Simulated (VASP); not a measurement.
A run of VASP 6.6.1:

INCAR

```
PREC     = Accurate       # precision mode
ENCUT    = 500            # plane-wave cutoff, eV
EDIFF    = 1E-6           # SCF threshold, eV
ISMEAR   = 0              # smearing method
SIGMA    = 0.1            # smearing width, eV
LREAL    = F              # projectors in reciprocal space
LASPH    = T              # aspherical terms in the spheres
NELM     = 120            # most SCF steps
ALGO     = Normal         # electronic algorithm
ISIF     = 2              # what is computed and relaxed
LWAVE    = F              # write WAVECAR
LCHARG   = F              # write CHGCAR
GGA      = PE             # functional
NBANDS   = 24             # bands
NELECT   = 31.0         
ISYM     = 0            
GGA_COMPAT= F
```

KPOINTS

```
Automatic mesh
0
Gamma
  3 1 7
```

File POSCAR:

```
Ag
1.0
    1.4730471633      0.8504641762      7.2046500000
   -1.4730471633      0.8504641762      7.2046500000
    0.0000000000     -1.7009283525      7.2046500000
Ag
3
Direct
    0.0000000000      0.0000000000      0.0000000000
    0.7777190000      0.7777190000      0.7777190000
    0.2222810000      0.2222810000      0.2222810000
```

Potentials or basis: VASP PAW PBE potentials, release 64 (Ag).

Run with:

```bash
$ cat potpaw_PBE.64/Ag/POTCAR > POTCAR
$ mpirun -np 1 vasp_std > vasp.out
```

Hardware: 1 thread of Intel Xeon 8259CL, on a shared host.

How long does it take, and how much memory?

Wall time 2.3 min on 1 thread of Intel Xeon 8259CL, with other jobs on the host, peak memory 0.37 GiB. Counts: scf iterations 13, k points 11.
